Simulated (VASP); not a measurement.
Here is a VASP 6.6.1 calculation.

Contents of INCAR:

```
SYSTEM = TiAl
PREC = Accurate
ENCUT = 520
EDIFF = 1E-6
ISMEAR = 0
SIGMA = 0.15
LREAL = .False.
LASPH = .True.
NELM = 100
ALGO = Fast
ISIF = 2
LWAVE = .False.
LCHARG = .True.
GGA = PS
LELF = .True.
LVHAR = .True.
NBANDS = 14
```

File KPOINTS:

```
Automatic mesh
0
Gamma
  20 20 20
  0 0 0
```

File POSCAR:

```
TiAl
1.0
    3.1564740774      0.0000000000      0.0000000000
    0.0000000000      3.1564740774     -0.0631294815
    0.0000000000     -0.0631294815      3.1564740774
Ti Al
1 1
Direct
    0.0000000000      0.0000000000      0.0000000000
    0.5000000000      0.5000000000      0.5000000000
```

Potentials or basis: VASP PAW PBE potentials, release 64 (Ti_sv, Al).

Run with:

```sh
$ cat potpaw_PBE.64/Ti_sv/POTCAR potpaw_PBE.64/Al/POTCAR > POTCAR
$ mpirun -np 1 vasp_std > vasp.out
```

What does it give for the pressure?

0.3 GPa.

Estimate the band gap on the k mesh.

zero (an odd number of electrons rules out a gap without spin polarisation).

Stress tensor (GPa, compression positive):
```
0.44 0.00 0.00
0.00 0.19 3.02
0.00 3.02 0.19
```

Caveat: the cell differs from its parent crystal (strain -0.0400 x Voigt [0, 0, 0, 1, 0, 0]); the PAW data sets were made with another functional, which shifts forces and pressure a little.
